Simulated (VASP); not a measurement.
# Fe (Im-3m) in VASP: notebook

Fe is run at these levels: RPBE; tasks: single point.

Program: VASP 6.6.1. These are calculated values, not measurements. Logs are shortened: lines on timing, memory, paths and dates and some standing lists are left out, and cuts for length are marked.

### 1 The cell of the first run

Symmetry: Im-3m, No. 229, cubic system. Conventional cell: a = 2.886 Å, b = 2.886 Å, c = 2.886 Å, α = 90.00°, β = 90.00°, γ = 90.00°. Fe (site symmetry m-3m) has 14 Fe at 2.50 to 2.89 Å within 3.3 Å.

### 2 Single point, RPBE, collinear spin, zero start

The input, INCAR:

```
PREC = Accurate
ENCUT = 600
EDIFF = 1E-6
ISMEAR = -1
SIGMA = 0.01
LREAL = False
LASPH = True
NELM = 200
ALGO = Normal
ISIF = 2
LWAVE = False
LCHARG = False
ISPIN = 2
MAGMOM = 0
LORBIT = 11
NUPDOWN = 0.0
LMAXMIX = 4
GGA = RP
NBANDS = 14
GGA_COMPAT = False
```

The input, KPOINTS:

```
regular mesh
0
Gamma
  13 13 13
```

The input, POSCAR:

```
Fe
1.0
   -1.4430000000      1.4430000000      1.4430000000
    1.4430000000     -1.4430000000      1.4430000000
    1.4430000000      1.4430000000     -1.4430000000
Fe
1
Direct
    0.0000000000      0.0000000000      0.0000000000
```

Potentials or basis: VASP PAW PBE potentials, release 64 (Fe).

The run is started by

```bash
$ cat potpaw_PBE.64/Fe/POTCAR > POTCAR
$ mpirun -np 1 vasp_std > vasp.out
```

OUTCAR:

```text
PREC = Accurate
   ENCUT = 600
   EDIFF = 1E-6
   ISMEAR = -1
   LREAL = False
   LASPH = True
   NELM = 200
   ISIF = 2
   ISPIN = 2
   LORBIT = 11
   NUPDOWN = 0.0
   GGA = RP

 ion  position               nearest neighbor table
   1  0.000  0.000  0.000-

  LATTYP: Found a body centered cubic cell.
 ALAT       =     2.8860000000

  Lattice vectors:

 A1 = (  -1.4430000000,   1.4430000000,   1.4430000000)
 A2 = (   1.4430000000,  -1.4430000000,   1.4430000000)
 A3 = (   1.4430000000,   1.4430000000,  -1.4430000000)

Analysis of symmetry for initial positions (statically):
=====================================================================
 Subroutine PRICEL returns:
 Original cell was already a primitive cell.

 Routine SETGRP: Setting up the symmetry group for a
 body centered cubic supercell.

 Subroutine GETGRP returns: Found 48 space group operations
 (whereof 48 operations were pure point group operations)
 out of a pool of 48 trial point group operations.

The static configuration has the point symmetry O_h .

Analysis of symmetry for dynamics (positions and initial velocities):
=====================================================================
 Subroutine PRICEL returns:
 Original cell was already a primitive cell.

 Routine SETGRP: Setting up the symmetry group for a
 body centered cubic supercell.

 Subroutine GETGRP returns: Found 48 space group operations
 (whereof 48 operations were pure point group operations)
 out of a pool of 48 trial point group operations.

The dynamic configuration has the point symmetry O_h .

Analysis of structural, dynamic, and magnetic symmetry:
=====================================================================
 Subroutine PRICEL returns:
 Original cell was already a primitive cell.

 Routine SETGRP: Setting up the symmetry group for a
 body centered cubic supercell.

 Subroutine GETGRP returns: Found 48 space group operations
 (whereof 48 operations were pure point group operations)
 out of a pool of 48 trial point group operations.

The overall configuration has the point symmetry O_h .

 Subroutine INISYM returns: Found 48 space group operations
 (whereof 48 operations are pure point group operations),
 and found     1 'primitive' translations

----------------------------------------------------------------------------------------

                                     Primitive cell

  volume of cell :      12.0187

  direct lattice vectors                    reciprocal lattice vectors
    -1.443000000  1.443000000  1.443000000     0.000000000  0.346500347  0.346500347
     1.443000000 -1.443000000  1.443000000     0.346500347  0.000000000  0.346500347
     1.443000000  1.443000000 -1.443000000     0.346500347  0.346500347  0.000000000

  length of vectors
     2.499349315  2.499349315  2.499349315     0.490025489  0.490025489  0.490025489

  position of ions in fractional coordinates (direct lattice)
     0.000000000  0.000000000  0.000000000

  ion indices of the primitive-cell ions
   primitive index   ion index
                 1           1

----------------------------------------------------------------------------------------

 KPOINTS: regular mesh

Automatic generation of k-mesh.
 Grid dimensions read from file:
 generate k-points for:   13   13   13

 Generating k-lattice:

  Cartesian coordinates                     Fractional coordinates (reciprocal lattice)
     0.000000000  0.026653873  0.026653873     0.076923077  0.000000000  0.000000000
     0.026653873  0.000000000  0.026653873     0.000000000  0.076923077  0.000000000
     0.026653873  0.026653873  0.000000000     0.000000000  0.000000000  0.076923077

  Length of vectors
     0.037694268  0.037694268  0.037694268

  Shift w.r.t. Gamma in fractional coordinates (k-lattice)
     0.000000000  0.000000000  0.000000000

 Subroutine IBZKPT returns following result:
 ===========================================

 Found     84 irreducible k-points:

 Following reciprocal coordinates:
            Coordinates               Weight
  0.000000  0.000000  0.000000      1.000000
  0.076923  0.000000  0.000000     12.000000
  0.153846  0.000000  0.000000     12.000000
  0.230769  0.000000  0.000000     12.000000
  0.307692  0.000000  0.000000     12.000000
  0.384615  0.000000  0.000000     12.000000
[... 16 lines left out ...]
  0.153846  0.076923  0.076923     24.000000
  0.230769  0.076923  0.076923     24.000000
 [... further k-points ...]
   k-points           NKPTS =     84   k-points in BZ     NKDIM =     84   number of bands    NBANDS=     14
   number of dos      NEDOS =    301   number of ions     NIONS =      1
   total plane-waves  NPLWV =   8000
   dimension x,y,z NGX =    20 NGY =   20 NGZ =   20
   dimension x,y,z NGXF=    40 NGYF=   40 NGZF=   40
   ions per type =               1
   NGX,Y,Z   is equivalent  to a cutoff of  13.30, 13.30, 13.30 a.u.
   NGXF,Y,Z  is equivalent  to a cutoff of  26.61, 26.61, 26.61 a.u.
 SYSTEM =  unknown system
   PREC   = accura    normal or accurate (medium, high low for compatibility)
   ISTART =      0    job   : 0-new  1-cont  2-samecut
   ICHARG =      2    charge: 1-file 2-atom 10-const
   ISPIN  =      2    spin polarized calculation?
   LNONCOLLINEAR =      F non collinear calculations
   LSORBIT =      F    spin-orbit coupling
   LASPH  =      T    aspherical Exc in radial PAW
   ENCUT  =  600.0 eV  44.10 Ry    6.64 a.u.   4.99  4.99  4.99*2*pi/ulx,y,z
   NELM   =    200;   NELMIN=  2; NELMDL= -5     # of ELM steps
   EDIFF  = 0.1E-05   stopping-criterion for ELM
   LREAL  =      F    real-space projection
   EDIFFG = 0.1E-04   stopping-criterion for IOM
   NSW    =      0    number of steps for IOM
   IBRION =     -1    ionic relax: 0-MD 1-quasi-New 2-CG
   NFREE  =      0    steps in history (QN), initial steepest desc. (CG)
   ISIF   =      2    stress and relaxation
   ISYM   =      2    0-nonsym 1-usesym 2-fastsym
   POTIM  = 0.5000    time-step for ionic-motion
   TEBEG  =    0.0;   TEEND  =   0.0 temperature during run
   PSTRESS=    0.0 pullay stress
   NELECT =       8.0000    total number of electrons
   NUPDOWN=       0.0000    fix difference up-down
   EMIN   =  10.00;   EMAX   =-10.00  energy-range for DOS
   EFERMI =   0.00;   METHOD = LEGACY
   ISMEAR =    -1;   SIGMA  =   0.01  broadening in eV -4-tet -1-fermi 0-gaus
   EFERMI_NEDOS =   21; number of points for ismear=-14 and -15
   IALGO  =     38    algorithm
   IMIX   =      4    mixing-type and parameters
     AMIX     =   0.40;   BMIX     =  1.00
     AMIX_MAG =   1.60;   BMIX_MAG =  1.00
  volume/ion in A,a.u.               =      12.02        81.11
  Fermi-wavevector in a.u.,A,eV,Ry     =   1.429394  2.701162 27.798962  2.043166
  Thomas-Fermi vector in A             =   2.549352
   LORBIT       =     11    0 simple, 1 ext, 2 COOP (PROOUT), +10 PAW based schemes
   GGA     = RP    functional components
   LHFCALC =     F    Hartree Fock is set to
   AEXX    =    0.0000 exact exchange contribution
   IVDW    =     0    specifies the selected vdW correction
   LEPSILON=     F    determine dielectric tensor
   LRPA    =     F    only Hartree local field effects (RPA)
 spin polarized calculation
  energy-cutoff  :      600.00
  volume of cell :       12.02
 maximum number of plane-waves:       415
   NGX =  9   NGY =  9   NGZ =  9

 number of electron       7.9999995 magnetization       0.0000000

 number of electron       7.9999995 magnetization      -0.0000000

 Free energy of the ion-electron system (eV)
  ---------------------------------------------------
  ext. energy  EPLUGINS =         0.00000000
  ---------------------------------------------------
  free energy    TOTEN  =        -7.10615015 eV

  energy without entropy =       -7.10434296  energy(sigma->0) =       -7.10524656

 E-fermi :   5.4369     XC(G=0): -12.7553

 val. band max:        5.4364057107   @ k =   0.0769   0.0769   0.0000
 cond. band min:       5.4382843404   @ k =   0.3077   0.1538   0.0769
 fundamental gap:      0.0018786298
 Fermi energy:         5.4369301299

 spin component 1

 k-point     1 :       0.0000    0.0000    0.0000
  band No.  band energies     occupation
      1      -2.6556      1.00000
      2       3.9634      1.00000
      3       3.9635      1.00000
      4       3.9635      1.00000
      5       5.4071      0.95182
      6       5.4071      0.95180
      7      29.6839      0.00000
      8      29.6839      0.00000
      9      29.6839      0.00000
     10      34.5770      0.00000
     11      34.5770      0.00000
     12      36.8455      0.00000
     13      36.8455      0.00000
     14      36.8519      0.00000
[... 375 lines left out ...]
 k-point    24 :       0.2308    0.0769    0.0769
  band No.  band energies     occupation
      1       0.7875      1.00000
      2       3.1455      1.00000
      3       3.4472      1.00000
      4       5.3021      1.00000
      5       5.5085      0.00078
      6       6.2091      0.00000
      7      18.5029      0.00000
      8      22.3945      0.00000
      9      24.2364      0.00000
     10      31.3749      0.00000
     11      35.3620      0.00000
     12      37.5016      0.00000
     13      39.3499      0.00000
     14      42.7114      0.00000

 [... further k-points ...]

 spin component 2

 k-point     1 :       0.0000    0.0000    0.0000
  band No.  band energies     occupation
      1      -2.6556      1.00000
      2       3.9634      1.00000
      3       3.9634      1.00000
      4       3.9634      1.00000
      5       5.4071      0.95184
      6       5.4071      0.95182
      7      29.6839      0.00000
      8      29.6839      0.00000
      9      29.6839      0.00000
     10      34.5770      0.00000
     11      34.5770      0.00000
     12      36.8455      0.00000
     13      36.8455      0.00000
     14      36.8455      0.00000
[... 375 lines left out ...]
 k-point    24 :       0.2308    0.0769    0.0769
  band No.  band energies     occupation
      1       0.7875      1.00000
      2       3.1455      1.00000
      3       3.4472      1.00000
      4       5.3021      1.00000
      5       5.5085      0.00078
      6       6.2091      0.00000
      7      18.5029      0.00000
      8      22.3945      0.00000
      9      24.2364      0.00000
     10      31.3749      0.00000
     11      35.3620      0.00000
     12      37.5016      0.00000
     13      39.3499      0.00000
     14      42.7114      0.00000

 [... further k-points ...]
[... 5 lines left out ...]
  --------------------------------------------------------------------------------------
  -------------------------------------------------------------------------------------
  Total       -1.6549373     -1.6549373     -1.6549373     -0.0000000      0.0000000      0.0000000
  in kB     -220.6140352   -220.6140352   -220.6140352     -0.0000000      0.0000000      0.0000000
  external PRESSURE =    -220.6140352 kB  Pullay stress =       0.0000000 kB

 VOLUME and BASIS-vectors are now :
 -----------------------------------------------------------------------------
  energy-cutoff  :      600.00
  volume of cell :       12.02
      direct lattice vectors                 reciprocal lattice vectors
    -1.443000000  1.443000000  1.443000000     0.000000000  0.346500347  0.346500347
     1.443000000 -1.443000000  1.443000000     0.346500347  0.000000000  0.346500347
     1.443000000  1.443000000 -1.443000000     0.346500347  0.346500347  0.000000000

 POSITION                                       TOTAL-FORCE (eV/Angst)
 -----------------------------------------------------------------------------------
      0.00000      0.00000      0.00000         0.000000     -0.000000     -0.000000
 -----------------------------------------------------------------------------------
    total drift:                                0.000000     -0.000000      0.000000

  FREE ENERGIE OF THE ION-ELECTRON SYSTEM (eV)
  ---------------------------------------------------
  free  energy   TOTEN  =        -7.1061501523 eV

  energy  without entropy=       -7.1043429611  energy(sigma->0) =       -7.10524656

 total charge

# of ion       s       p       d       tot
------------------------------------------
    1        0.452   0.478   6.213   7.143

 magnetization (x)

# of ion       s       p       d       tot
------------------------------------------
    1        0.000   0.000  -0.000  -0.000
```

Wall time 57 s (1 thread of Intel Xeon 8259CL, shared host); peak memory 0.15 GiB.

Results:

```
Free energy                                           : -7.1062 eV
Pressure                                              : -22.1 GPa
Net moment                                            : 0.00 μB per cell
Valence electrons inside the program's atomic spheres : Fe 7.14
```

Caveat: the PAW data sets were made with another functional, which shifts forces and pressure a little; the total moment is fixed, so each spin has its own Fermi level.

### 3 Single point, RPBE, collinear spin, zero start (volume scaled by 1.02)

The input, INCAR:

```
SYSTEM = Fe
PREC = Accurate
ENCUT = 600
EDIFF = 1E-6
ISMEAR = -1
SIGMA = 0.01
LREAL = .FALSE.
LASPH = .TRUE.
NELM = 200
ALGO = Normal
ISIF = 2
LWAVE = .FALSE.
LCHARG = .FALSE.
ISPIN = 2
MAGMOM = 0
LORBIT = 11
NUPDOWN = 0.0
LMAXMIX = 4
GGA = RP
NBANDS = 14
GGA_COMPAT = .FALSE.
```

The input, KPOINTS:

```
regular mesh
0
G
  13 13 13
  0 0 0
```

The input, POSCAR:

```
Fe
1.0
   -1.4525565699      1.4525565699      1.4525565699
    1.4525565699     -1.4525565699      1.4525565699
    1.4525565699      1.4525565699     -1.4525565699
Fe
1
Direct
    0.0000000000      0.0000000000      0.0000000000
```

Potentials or basis: VASP PAW PBE potentials, release 64 (Fe).

The run is started by

```bash
$ cat potpaw_PBE.64/Fe/POTCAR > POTCAR
$ mpirun -np 1 vasp_std > vasp.out
```

OUTCAR:

```text
SYSTEM = Fe
   PREC = Accurate
   ENCUT = 600
   EDIFF = 1E-6
   ISMEAR = -1
   LREAL = .FALSE.
   LASPH = .TRUE.
   NELM = 200
   ISIF = 2
   ISPIN = 2
   LORBIT = 11
   NUPDOWN = 0.0
   GGA = RP

 ion  position               nearest neighbor table
   1  0.000  0.000  0.000-

  LATTYP: Found a body centered cubic cell.
 ALAT       =     2.9051131398

  Lattice vectors:

 A1 = (  -1.4525565699,   1.4525565699,   1.4525565699)
 A2 = (   1.4525565699,  -1.4525565699,   1.4525565699)
[... 1024 lines left out ...]
  --------------------------------------------------------------------------------------
  -------------------------------------------------------------------------------------
  Total       -1.8843016     -1.8843016     -1.8843016     -0.0000000     -0.0000000     -0.0000000
  in kB     -246.2645188   -246.2645188   -246.2645188     -0.0000000     -0.0000000     -0.0000000
  external PRESSURE =    -246.2645188 kB  Pullay stress =       0.0000000 kB

 VOLUME and BASIS-vectors are now :
 -----------------------------------------------------------------------------
  energy-cutoff  :      600.00
  volume of cell :       12.26
      direct lattice vectors                 reciprocal lattice vectors
    -1.452556570  1.452556570  1.452556570     0.000000000  0.344220673  0.344220673
     1.452556570 -1.452556570  1.452556570     0.344220673  0.000000000  0.344220673
     1.452556570  1.452556570 -1.452556570     0.344220673  0.344220673  0.000000000

 POSITION                                       TOTAL-FORCE (eV/Angst)
 -----------------------------------------------------------------------------------
      0.00000      0.00000      0.00000         0.000000     -0.000000      0.000000
 -----------------------------------------------------------------------------------
    total drift:                                0.000000     -0.000000      0.000000

  FREE ENERGIE OF THE ION-ELECTRON SYSTEM (eV)
  ---------------------------------------------------
  free  energy   TOTEN  =        -7.0711349694 eV

  energy  without entropy=       -7.0692977615  energy(sigma->0) =       -7.07021637

 total charge

# of ion       s       p       d       tot
------------------------------------------
    1        0.445   0.462   6.201   7.107

 magnetization (x)

# of ion       s       p       d       tot
------------------------------------------
    1        0.000   0.000  -0.000  -0.000
```

OSZICAR:

```text
N       E                     dE             d eps       ncg     rms          rms(c)
DAV:   1     0.247823195247E+02    0.24782E+02   -0.44127E+03  5022   0.807E+02
DAV:   2    -0.742489196355E+01   -0.32207E+02   -0.29997E+02  5148   0.136E+02
DAV:   3    -0.853460240850E+01   -0.11097E+01   -0.10949E+01  5680   0.257E+01
DAV:   4    -0.853848785844E+01   -0.38854E-02   -0.38849E-02  5508   0.139E+00
DAV:   5    -0.853850757158E+01   -0.19713E-04   -0.19713E-04  5682   0.102E-01    0.102E+01
DAV:   6    -0.726600394550E+01    0.12725E+01   -0.12999E+01  5808   0.410E+01    0.356E+00
DAV:   7    -0.708539369129E+01    0.18061E+00   -0.12822E+00  5886   0.119E+01    0.818E-01
DAV:   8    -0.707386641769E+01    0.11527E-01   -0.16147E-02  6646   0.972E-01    0.318E-01
DAV:   9    -0.707113524601E+01    0.27312E-02   -0.23144E-03  6006   0.247E-01    0.658E-02
DAV:  10    -0.707113865262E+01   -0.34066E-05   -0.63041E-06  5630   0.205E-02    0.235E-02
DAV:  11    -0.707113512642E+01    0.35262E-05   -0.27732E-07  4098   0.484E-03    0.224E-03
DAV:  12    -0.707113496935E+01    0.15707E-06   -0.18934E-08  2862   0.140E-03
   1 F= -.70711350E+01 E0= -.70702164E+01  d E =-.183721E-02  mag=     0.0000
```

Wall time 53 s (1 thread of Intel Xeon 8259CL, shared host); peak memory 0.15 GiB.

What came out:

```
Free energy                                           : -7.0711 eV
Pressure                                              : -24.6 GPa
Net moment                                            : 0.00 μB per cell
Valence electrons inside the program's atomic spheres : Fe 7.11
```

Caveat: the PAW data sets were made with another functional, which shifts forces and pressure a little; the total moment is fixed, so each spin has its own Fermi level.

(Continued in part 2 of 3.)
